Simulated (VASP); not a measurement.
Ca, 5 atoms in the cell. It takes space group P-43m (No. 215, cubic). The conventional cell has a = 6.387 Å, b = 6.387 Å, c = 6.387 Å, α = 90.00°, β = 90.00°, γ = 90.00°. Ca (site symmetry 3m) has 1 Ca at 2.77 Å within 3.6 Å. Within 3.6 Å of Ca (site symmetry -43m) lie 4 Ca at 2.77 Å. The cell was built from a structure type or drawn by symmetry, and may not be a known phase.

| Property | Result |
| --- | --- |
| Program | VASP 6.6.1 |
| Task | relaxation of cell and atoms |
| Functional | PBE |
| Potentials or basis | VASP PAW PBE potentials, release 64 (Ca_sv) |
| Cutoff | 600 eV |
| k mesh | 4 × 4 × 4 |
| Occupations | gaussian, width 0.1 eV |
| Spin | no spin polarisation |
| Dipole correction | no |
| Further INCAR settings | ALGO = Normal; EDIFF = 1e-07; IBRION = 2; EDIFFG = -0.04; NSW = 90; ISIF = 3 |

Potentials or basis: VASP PAW PBE potentials, release 64 (Ca_sv).

Command:

```sh
$ cat potpaw_PBE.64/Ca_sv/POTCAR > POTCAR
$ mpirun -np 1 vasp_std > vasp.out
```

Hardware: 1 thread of Intel(R) Xeon(R) Platinum 8375C CPU @ 2.90GHz (Ice Lake), on a shared host.

Q: How long does it take, and how much memory?

A: Run time: 12 min on 1 thread of Intel(R) Xeon(R) Platinum 8375C CPU @ 2.90GHz (Ice Lake), with other jobs on the host, peak memory 0.45 GiB. Counts: scf iterations 108, k points 10, ion steps 8.
